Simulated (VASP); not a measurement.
## AlAs: single point with RPBE+D4

The system is AlAs.

```
Al As
1.0
     0.00000    2.81684    2.81684
     2.81684    0.00000    2.81684
     2.81684    2.81684    0.00000
Al As
1 1
Direct
  0.00000 0.00000 0.00000
  0.75000 0.75000 0.75000
```

```json
{"Program": "VASP 6.6.1", "Task": "single point", "Functional": "RPBE", "Dispersion": "D4", "Potentials or basis": "VASP PAW PBE potentials, release 64 (Al, As)", "Cutoff": "500 eV", "k mesh": "8 × 8 × 8", "Occupations": "gaussian, width 0.05 eV", "Spin": "no spin polarisation", "Dipole correction": "no", "Further INCAR settings": "ALGO = Normal; EDIFF = 1e-06; NBANDS = 11"}
```

The pressure is 0.1 GPa, the band gap on the k mesh is 1.49 eV, indirect (least direct gap 2.31 eV) and the dispersion energy per atom is -0.639 eV.

Levels at points of the mesh, in eV from the valence-band top:
```
           k point  band 1  band 2  band 3  band 4  band 5  band 6  band 7  band 8
(0.00, 0.00, 0.00)  -11.91    0.00    0.00    0.00    2.31    4.34    4.34    4.34
(0.50, 0.00, 0.00)  -10.46   -5.60   -0.83   -0.83    2.29    4.72    4.72    7.91
(0.50, 0.50, 0.00)   -9.89   -5.45   -2.20   -2.20    1.49    2.37   10.51   10.51
```

Wall time 15 s on 1 thread of Intel(R) Xeon(R) Platinum 8259CL CPU @ 2.50GHz (Skylake/Cascade Lake), on a shared host, peak memory 0.17 GiB.

Caveat: the PAW data sets were made with another functional, which shifts forces and pressure a little. RPBE gaps usually lie below the measured ones, often by a third to a half.
